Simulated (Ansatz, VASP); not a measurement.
# One calculation of H2CI2, two programs

```xyz
5
Lattice="0.0000 6.5716 2.4078 3.7557 0.0000 2.4078 3.7557 6.5716 0.0000" Properties=species:S:1:pos:R:3 pbc="T T T"
H     4.6563    6.5716    4.1890
H     2.8551    6.5716    4.1890
C     3.7557    6.5716    4.7933
I     3.7557    8.3625    1.1578
I     3.7557    4.7806    1.1578
```

Alike in both runs: functional r2SCAN; k mesh 6 × 6 × 6; occupations gaussian, width 0.02 eV; no spin polarisation.

Ansatz relaxed the structure, and its values are those at the end. VASP's run is a single point on that final structure, the one shown.

|  | VASP | Ansatz |
| --- | --- | --- |
| version | VASP 6.6.1 | Ansatz 0.2.0 |
| potentials or method | VASP PAW PBE potentials, release 64 (H, C, I), cutoff 520 eV | scalar-relativistic, plane waves, PAW |
| valence electrons in the cell | 20 | 40 |

Ansatz gave:

* gap on the k mesh at the Fermi level (eV): 3.21
* least direct gap on the mesh (eV): 3.30
* pressure (GPa): 0.0
* rms of the force components (eV/Å): 0.000

Task: Estimate VASP's values.

Result: gap on the k mesh at the Fermi level (eV): 3.21; least direct gap on the mesh (eV): 3.31; pressure (GPa): 0.0; rms of the force components (eV/Å): 0.038.

VASP's potentials were made for PBE, not for r2SCAN. VASP's potentials hold 20 valence electrons a cell and Ansatz's 40, so a difference there can come from the potentials and not from the codes.

Neither program's run includes spin-orbit coupling.
